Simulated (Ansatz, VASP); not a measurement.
**One calculation of Sb, two programs**

```xyz
1
Lattice="-1.5050 1.5050 2.5544 1.5050 -1.5050 2.5544 1.5050 1.5050 -2.5544" Properties=species:S:1:pos:R:3 pbc="T T T"
Sb    0.0000    0.0000    0.0000
```

Change from the starting cell: zz strain of +3 %.

Alike in both runs: task single point; functional PBEsol; k mesh 19 × 19 × 19; occupations fermi-dirac, width 0.05 eV; no spin polarisation.

```csv
,VASP,Ansatz
version,VASP 6.6.1,Ansatz 0.2.0
potentials or method,"VASP PAW PBE potentials, release 64 (Sb), cutoff 520 eV","all-electron LAPW, scalar-relativistic"
```

|  | VASP | Ansatz | Ansatz less VASP |
| --- | --- | --- | --- |
| pressure (GPa) | 12.1 | 11.9 | -0.16 |
| traceless stress, the component that is largest in VASP (GPa) | -1.50 | -1.38 | +0.117 |

VASP's potentials were made for PBE, not for PBEsol. Ansatz ran all-electron here, and VASP with PAW potentials.

Neither program's run includes spin-orbit coupling.
